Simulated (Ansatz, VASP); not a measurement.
# Two plane-wave programs on C

The input POSCAR:

```
C
1.0
    2.5657752576      0.0000000000      0.0000000000
   -1.2828876288      2.2220265535      0.0000000000
    0.0000000000      0.0000000000      4.2730910070
C
4
Direct
    0.3333333333      0.6666666667     -0.0000725761
    0.6666666667      0.3333333333      0.4999274239
    0.3333333333      0.6666666667      0.3750725761
    0.6666666667      0.3333333333      0.8750725761
```

Contents of INCAR.step1:

```
SYSTEM = C
PREC     = Accurate       ! precision mode
ENCUT    = 520            ! plane-wave cutoff, eV
ISMEAR   = 0              ! smearing method
SIGMA    = 0.01           ! smearing width, eV
LREAL    = .FALSE.        ! projectors in reciprocal space
LASPH    = .TRUE.         ! aspherical terms in the spheres
NELM     = 60             ! most SCF steps
NBANDS   = 16             ! bands
GGA      = PE             ! functional
ALGO     = Normal         ! electronic algorithm
EDIFF    = 1E-4           ! SCF threshold, eV
LWAVE    = .TRUE.         ! write WAVECAR
LCHARG   = .FALSE.        ! write CHGCAR
```

The input INCAR.step2:

```
SYSTEM = C
PREC     = Accurate       ! precision mode
ENCUT    = 520            ! plane-wave cutoff, eV
EDIFF    = 1E-7           ! SCF threshold, eV
ISMEAR   = 0              ! smearing method
SIGMA    = 0.01           ! smearing width, eV
LREAL    = .FALSE.        ! projectors in reciprocal space
LASPH    = .TRUE.         ! aspherical terms in the spheres
NELM     = 60             ! most SCF steps
ALGO     = Normal         ! electronic algorithm
ISIF     = 2              ! what is computed and relaxed
LWAVE    = .FALSE.        ! write WAVECAR
LCHARG   = .FALSE.        ! write CHGCAR
METAGGA  = R2SCAN         ! meta-GGA
LMIXTAU  = .TRUE.       
NBANDS   = 16             ! bands
ISTART   = 1
```

Contents of KPOINTS:

```
regular mesh
0
G
  12 12 6
  0 0 0
```

Input for Ansatz:

```yaml
crystal:
  lattice:
    - [2.5657752576, 0.0, 0.0]
    - [-1.2828876288, 2.2220265535, 0.0]
    - [0.0, 0.0, 4.273091007]
  atoms:
    - { symbol: C, position: [0.3333333333, 0.6666666667, -7.25761e-05] }
    - { symbol: C, position: [0.6666666667, 0.3333333333, 0.4999274239] }
    - { symbol: C, position: [0.3333333333, 0.6666666667, 0.3750725761] }
    - { symbol: C, position: [0.6666666667, 0.3333333333, 0.8750725761] }
kpoints:
  mp_grid: { grid: [12, 12, 6] }
  band_path:
    path:
      - [0.0, 0.0, 0.0]
      - [0.5, 0.0, 0.0]
      - [0.3333333333, 0.3333333333, 0.0]
      - [0.0, 0.0, 0.5]
      - [0.5, 0.0, 0.5]
      - [0.3333333333, 0.3333333333, 0.5]
    npoints: 1
hamiltonian:
  xc: r2scan
scf:
  occupations: { method: fixed }
  n_extra_bands: 5
output:
  forces: true
  stress: true
  eigenvalues: true
  write_density: true
  write_potential: true
  elf: true
  volumetric_format: npy
```

Change from the starting cell: hydrostatic strain +2.5%.

Alike in both runs: task single point; functional r2SCAN; k mesh 12 × 12 × 6; no spin polarisation.

```csv
,VASP,Ansatz
version,VASP 6.6.1,Ansatz 0.2.0
potentials or method,"VASP PAW PBE potentials, release 64 (C)","plane waves, PAW"
plane-wave cutoff (eV),520,500
occupations,"gaussian, width 0.01 eV",fixed
valence electrons in the cell,16,16
```

VASP gave:

- gap on the k mesh at the Fermi level (eV): 3.84
- pressure (GPa): -28.3
- traceless stress, the component that is largest in VASP (GPa): -0.16
- rms of the force components (eV/Å): 0.004

Task: Estimate Ansatz's values.

Result: gap on the k mesh at the Fermi level (eV): 3.87; pressure (GPa): -29.1; traceless stress, the component that is largest in VASP (GPa): -0.12; rms of the force components (eV/Å): 0.000.

VASP's potentials were made for PBE, not for r2SCAN. Atom by atom the forces differ by 0.005 eV/Å (rms over components). Both programs put the cell under strong tension, so it lies far from rest at this level.
